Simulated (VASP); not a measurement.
# GaAs (I-4m2) in VASP: single point with PBE

Aim: the single point of GaAs with PBE.

Program: VASP 6.6.1. These are calculated values, not measurements. Logs are shortened: lines on timing, memory, paths and dates and some standing lists are left out, and cuts for length are marked.

### Step 1. The cell of the first run

Symmetry: I-4m2, No. 119, tetragonal system. The conventional cell has a = 3.844 Å, b = 3.844 Å, c = 5.859 Å, α = 90.00°, β = 90.00°, γ = 90.00°. Ga (site symmetry -4m2) has 4 As at 2.42 Å within 3.2 Å. Within 3.2 Å of As (site symmetry -4m2) lie 4 Ga at 2.42 Å.

### Step 2. Single point, PBE (epitaxial xy strain -4.1%)

The input, INCAR:

```
SYSTEM = GaAs
ALGO = Normal
EDIFF = 1E-6
ENCUT = 510
GGA = PE
GGA_COMPAT = .False.
ISIF = 2
ISMEAR = -1
LASPH = .True.
LCHARG = .False.
LREAL = .False.
LWAVE = .False.
NBANDS = 21
NELM = 120
PREC = Accurate
SIGMA = 0.02
```

The input, KPOINTS:

```
k-points
0
Gamma
  8 8 8
  0 0 0
```

The input, POSCAR:

```
GaAs
1.0
    0.0000000000      2.7177785314      2.9295503681
    2.7177785314      0.0000000000      2.9295503681
    2.7177785314      2.7177785314      0.0000000000
Ga As
1 1
Direct
    0.0000000000      0.0000000000      0.0000000000
    0.2500000000      0.2500000000      0.2500000000
```

Potentials or basis: VASP PAW PBE potentials, release 64 (Ga_d, As_d).

Launch:

```bash
$ cat potpaw_PBE.64/Ga_d/POTCAR potpaw_PBE.64/As_d/POTCAR > POTCAR
$ mpirun -np 1 vasp_std > vasp.out
```

OUTCAR:

```text
SYSTEM = GaAs
   EDIFF = 1E-6
   ENCUT = 510
   GGA = PE
   ISIF = 2
   ISMEAR = -1
   LASPH = .True.
   LREAL = .False.
   NELM = 120
   PREC = Accurate

 ion  position               nearest neighbor table
   1  0.000  0.000  0.000-   2 2.42   2 2.42   2 2.42   2 2.42
   2  0.250  0.250  0.250-   1 2.42   1 2.42   1 2.42   1 2.42

  LATTYP: Found a body centered tetragonal cell.
 ALAT       =     3.8435192586
 C/A-ratio  =     1.5244104015

  Lattice vectors:

 A1 = (  -2.7177785314,   0.0000000000,   2.9295503681)
 A2 = (   2.7177785314,   0.0000000000,   2.9295503681)
 A3 = (   0.0000000000,   2.7177785314,  -2.9295503681)

Analysis of symmetry for initial positions (statically):
=====================================================================
 Subroutine PRICEL returns:
 Original cell was already a primitive cell.

 Routine SETGRP: Setting up the symmetry group for a
 body centered tetragonal supercell.

 Subroutine GETGRP returns: Found  8 space group operations
 (whereof  8 operations were pure point group operations)
 out of a pool of 16 trial point group operations.

The static configuration has the point symmetry D_2d.

Analysis of symmetry for dynamics (positions and initial velocities):
=====================================================================
 Subroutine PRICEL returns:
 Original cell was already a primitive cell.

 Routine SETGRP: Setting up the symmetry group for a
 body centered tetragonal supercell.

 Subroutine GETGRP returns: Found  8 space group operations
 (whereof  8 operations were pure point group operations)
 out of a pool of 16 trial point group operations.

The dynamic configuration has the point symmetry D_2d.

 Subroutine INISYM returns: Found  8 space group operations
 (whereof  8 operations are pure point group operations),
 and found     1 'primitive' translations

----------------------------------------------------------------------------------------

                                     Primitive cell

  volume of cell :      43.2772

  direct lattice vectors                    reciprocal lattice vectors
     0.000000000  2.717778531  2.929550368    -0.183973784  0.183973784  0.170674656
     2.717778531  0.000000000  2.929550368     0.183973784 -0.183973784  0.170674656
     2.717778531  2.717778531  0.000000000     0.183973784  0.183973784 -0.170674656

  length of vectors
     3.996071259  3.996071259  3.843519259     0.311163212  0.311163212  0.311163212

  position of ions in fractional coordinates (direct lattice)
     0.000000000  0.000000000  0.000000000
     0.250000000  0.250000000  0.250000000

  ion indices of the primitive-cell ions
   primitive index   ion index
                 1           1
                 2           2

----------------------------------------------------------------------------------------

 KPOINTS: k-points

Automatic generation of k-mesh.
 Grid dimensions read from file:
 generate k-points for:    8    8    8

 Generating k-lattice:

  Cartesian coordinates                     Fractional coordinates (reciprocal lattice)
    -0.022996723  0.022996723  0.021334332     0.125000000  0.000000000  0.000000000
     0.022996723 -0.022996723  0.021334332     0.000000000  0.125000000  0.000000000
     0.022996723  0.022996723 -0.021334332     0.000000000  0.000000000  0.125000000

  Length of vectors
     0.038895401  0.038895401  0.038895401

  Shift w.r.t. Gamma in fractional coordinates (k-lattice)
     0.000000000  0.000000000  0.000000000

 Subroutine IBZKPT returns following result:
 ===========================================

 Found     59 irreducible k-points:

 Following reciprocal coordinates:
            Coordinates               Weight
  0.000000  0.000000  0.000000      1.000000
  0.125000  0.000000  0.000000      8.000000
  0.250000  0.000000  0.000000      8.000000
  0.375000 -0.000000  0.000000      8.000000
  0.500000  0.000000  0.000000      4.000000
  0.125000  0.125000  0.000000      2.000000
[... 16 lines left out ...]
  0.250000 -0.000000  0.125000     16.000000
  0.375000  0.000000  0.125000     16.000000
 [... further k-points ...]
   k-points           NKPTS =     59   k-points in BZ     NKDIM =     59   number of bands    NBANDS=     21
   number of dos      NEDOS =    301   number of ions     NIONS =      2
   total plane-waves  NPLWV =  25200
   dimension x,y,z NGX =    30 NGY =   30 NGZ =   28
   dimension x,y,z NGXF=    60 NGYF=   60 NGZF=   56
   ions per type =               1   1
   NGX,Y,Z   is equivalent  to a cutoff of  12.48, 12.48, 12.11 a.u.
   NGXF,Y,Z  is equivalent  to a cutoff of  24.96, 24.96, 24.22 a.u.
 SYSTEM =  GaAs
   PREC   = accura    normal or accurate (medium, high low for compatibility)
   ISTART =      0    job   : 0-new  1-cont  2-samecut
   ICHARG =      2    charge: 1-file 2-atom 10-const
   ISPIN  =      1    spin polarized calculation?
   LNONCOLLINEAR =      F non collinear calculations
   LSORBIT =      F    spin-orbit coupling
   LASPH  =      T    aspherical Exc in radial PAW
   ENCUT  =  510.0 eV  37.48 Ry    6.12 a.u.   7.36  7.36  7.08*2*pi/ulx,y,z
   NELM   =    120;   NELMIN=  2; NELMDL= -5     # of ELM steps
   EDIFF  = 0.1E-05   stopping-criterion for ELM
   LREAL  =      F    real-space projection
   EDIFFG = 0.1E-04   stopping-criterion for IOM
   NSW    =      0    number of steps for IOM
   IBRION =     -1    ionic relax: 0-MD 1-quasi-New 2-CG
   NFREE  =      0    steps in history (QN), initial steepest desc. (CG)
   ISIF   =      2    stress and relaxation
   ISYM   =      2    0-nonsym 1-usesym 2-fastsym
   POTIM  = 0.5000    time-step for ionic-motion
   TEBEG  =    0.0;   TEEND  =   0.0 temperature during run
   PSTRESS=    0.0 pullay stress
   NELECT =      28.0000    total number of electrons
   NUPDOWN=      -1.0000    fix difference up-down
   EMIN   =  10.00;   EMAX   =-10.00  energy-range for DOS
   EFERMI =   0.00;   METHOD = LEGACY
   ISMEAR =    -1;   SIGMA  =   0.02  broadening in eV -4-tet -1-fermi 0-gaus
   EFERMI_NEDOS =   21; number of points for ismear=-14 and -15
   IALGO  =     38    algorithm
   IMIX   =      4    mixing-type and parameters
     AMIX     =   0.40;   BMIX     =  1.00
     AMIX_MAG =   1.60;   BMIX_MAG =  1.00
  volume/ion in A,a.u.               =      21.64       146.02
  Fermi-wavevector in a.u.,A,eV,Ry     =   1.415928  2.675716 27.277666  2.004852
  Thomas-Fermi vector in A             =   2.537315
   LORBIT       =      0    0 simple, 1 ext, 2 COOP (PROOUT), +10 PAW based schemes
   GGA     = PE    functional components
   LHFCALC =     F    Hartree Fock is set to
   AEXX    =    0.0000 exact exchange contribution
   IVDW    =     0    specifies the selected vdW correction
   LEPSILON=     F    determine dielectric tensor
   LRPA    =     F    only Hartree local field effects (RPA)
 non-spin polarized calculation
  energy-cutoff  :      510.00
  volume of cell :       43.28
 maximum number of plane-waves:      1147
 NGX is ok and might be reduce to    30
   NGX = 15   NGY = 15   NGZ = 15

 number of electron      28.0000012 magnetization

 Free energy of the ion-electron system (eV)
  ---------------------------------------------------
  ext. energy  EPLUGINS =         0.00000000
  ---------------------------------------------------
  free energy    TOTEN  =        -8.16760844 eV

  energy without entropy =       -8.16760844  energy(sigma->0) =       -8.16760844

 E-fermi :   3.9983     XC(G=0): -10.1327

 val. band max:        3.6760000427   @ k =   0.0000   0.0000   0.0000
 cond. band min:       4.3069405598   @ k =   0.0000   0.0000   0.0000
 fundamental gap:      0.6309405171
 Fermi energy:         3.9983117971

 k-point     1 :       0.0000    0.0000    0.0000
  band No.  band energies     occupation
      1     -31.6640      2.00000
      2     -31.6640      2.00000
      3     -31.6560      2.00000
      4     -31.6546      2.00000
      5     -31.6445      2.00000
      6     -11.3892      2.00000
[... 13 lines left out ...]
     20      12.9370      0.00000
     21      14.0595      0.00000

 k-point     2 :       0.1250    0.0000    0.0000
  band No.  band energies     occupation
      1     -31.6640      2.00000
      2     -31.6639      2.00000
      3     -31.6558      2.00000
      4     -31.6545      2.00000
      5     -31.6446      2.00000
      6     -11.3960      2.00000
[... 13 lines left out ...]
     20      12.4246      0.00000
     21      13.4554      0.00000

 k-point     3 :       0.2500    0.0000    0.0000
  band No.  band energies     occupation
      1     -31.6639      2.00000
      2     -31.6636      2.00000
      3     -31.6555      2.00000
      4     -31.6541      2.00000
      5     -31.6446      2.00000
      6     -11.4282      2.00000
[... 13 lines left out ...]
     20      12.8780      0.00000
     21      12.9975      0.00000

 k-point     4 :       0.3750   -0.0000    0.0000
  band No.  band energies     occupation
      1     -31.6639      2.00000
      2     -31.6633      2.00000
      3     -31.6554      2.00000
      4     -31.6536      2.00000
      5     -31.6446      2.00000
      6     -11.4586      2.00000
[... 13 lines left out ...]
     20      13.7714      0.00000
     21      14.2740      0.00000

 k-point     5 :       0.5000    0.0000    0.0000
  band No.  band energies     occupation
      1     -31.6639      2.00000
      2     -31.6631      2.00000
      3     -31.6554      2.00000
      4     -31.6533      2.00000
      5     -31.6446      2.00000
      6     -11.4704      2.00000
[... 13 lines left out ...]
     20      15.3441      0.00000
     21      15.7437      0.00000
[... 382 lines left out ...]
     20      17.2230      0.00000
     21      17.3459      0.00000

 k-point    22 :       0.1250    0.0000    0.1250
  band No.  band energies     occupation
      1     -31.6642      2.00000
      2     -31.6638      2.00000
      3     -31.6555      2.00000
      4     -31.6545      2.00000
      5     -31.6446      2.00000
      6     -11.3958      2.00000
[... 13 lines left out ...]
     20      12.7271      0.00000
     21      13.4785      0.00000

 k-point    23 :       0.2500   -0.0000    0.1250
  band No.  band energies     occupation
      1     -31.6643      2.00000
      2     -31.6635      2.00000
      3     -31.6551      2.00000
      4     -31.6541      2.00000
      5     -31.6447      2.00000
      6     -11.4265      2.00000
[... 13 lines left out ...]
     20      13.3470      0.00000
     21      14.1005      0.00000

 k-point    24 :       0.3750    0.0000    0.1250
  band No.  band energies     occupation
      1     -31.6641      2.00000
      2     -31.6632      2.00000
      3     -31.6550      2.00000
      4     -31.6535      2.00000
      5     -31.6447      2.00000
      6     -11.4566      2.00000
[... 13 lines left out ...]
     20      13.9130      0.00000
     21      15.0188      0.00000

 [... further k-points ...]
[... 5 lines left out ...]
  --------------------------------------------------------------------------------------
  -------------------------------------------------------------------------------------
  Total        2.2763329      2.2763329      0.8800594      0.0000000     -0.0000000      0.0000000
  in kB       84.2727691     84.2727691     32.5809286      0.0000000     -0.0000000      0.0000000
  external PRESSURE =      67.0421556 kB  Pullay stress =       0.0000000 kB

 VOLUME and BASIS-vectors are now :
 -----------------------------------------------------------------------------
  energy-cutoff  :      510.00
  volume of cell :       43.28
      direct lattice vectors                 reciprocal lattice vectors
     0.000000000  2.717778531  2.929550368    -0.183973784  0.183973784  0.170674656
     2.717778531  0.000000000  2.929550368     0.183973784 -0.183973784  0.170674656
     2.717778531  2.717778531  0.000000000     0.183973784  0.183973784 -0.170674656

 POSITION                                       TOTAL-FORCE (eV/Angst)
 -----------------------------------------------------------------------------------
      0.00000      0.00000      0.00000        -0.000000     -0.000000     -0.000000
      1.35889      1.35889      1.46478         0.000000      0.000000      0.000000
 -----------------------------------------------------------------------------------
    total drift:                                0.000005      0.000005      0.000048

  FREE ENERGIE OF THE ION-ELECTRON SYSTEM (eV)
  ---------------------------------------------------
  free  energy   TOTEN  =        -8.1676084388 eV

  energy  without entropy=       -8.1676084383  energy(sigma->0) =       -8.16760844
```

It took 30 s on 1 thread of AMD EPYC 9R45 (Zen 5), shared host; peak memory 0.16 GiB.

What came out:

- Free energy: -8.1676 eV
- Pressure: 6.7 GPa
- Band gap on the k mesh: 0.63 eV

Stress tensor (GPa, compression positive):
```
8.43 0.00 0.00
0.00 8.43 0.00
0.00 0.00 3.26
```

Caveat: the cell differs from its parent crystal (epitaxial xy strain -4.1%); the stress differs along the axes, from 3 to 8 GPa; semilocal functionals underestimate gaps, and a narrow one can read as zero. A k mesh can miss the band edges.
